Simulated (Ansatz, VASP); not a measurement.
## One calculation of Al5As, two programs

```
Al As
1.0
     4.51417    0.00000    0.00000
    -2.25708    3.90938    0.00000
     0.00000    0.00000    6.13123
Al As
5 1
Direct
  0.33333 0.66667 0.24583
  0.33333 0.66667 0.75417
  0.66667 0.33333 0.75417
  0.66667 0.33333 0.24583
  0.00000 0.00000 0.50000
  0.00000 0.00000 0.00000
```

Alike in both runs: functional PBE; k mesh 6 × 6 × 2; occupations gaussian, width 0.1 eV; no spin polarisation.

Ansatz relaxed the structure, and its values are those at the end. VASP's run is a single point on that final structure, the one shown.

|  | VASP | Ansatz |
| --- | --- | --- |
| version | VASP 6.6.1 | Ansatz 0.2.0 |
| potentials or method | VASP PAW PBE potentials, release 64 (Al, As), cutoff 520 eV | scalar-relativistic, plane waves, PAW |
| valence electrons in the cell | 20 | 30 |

```tsv
	VASP	Ansatz	Ansatz less VASP
gap on the k mesh at the Fermi level (eV)	none	none	-
pressure (GPa)	0.0	0.0	-0.01
rms of the force components (eV/Å)	0.004	0.004	-0.0005
```

A gap of «none» marks a metal or a gap that the smearing closes. VASP's potentials hold 20 valence electrons a cell and Ansatz's 30, so a difference there can come from the potentials and not from the codes.

The k mesh is coarse, so the values compare programs but aren't converged.
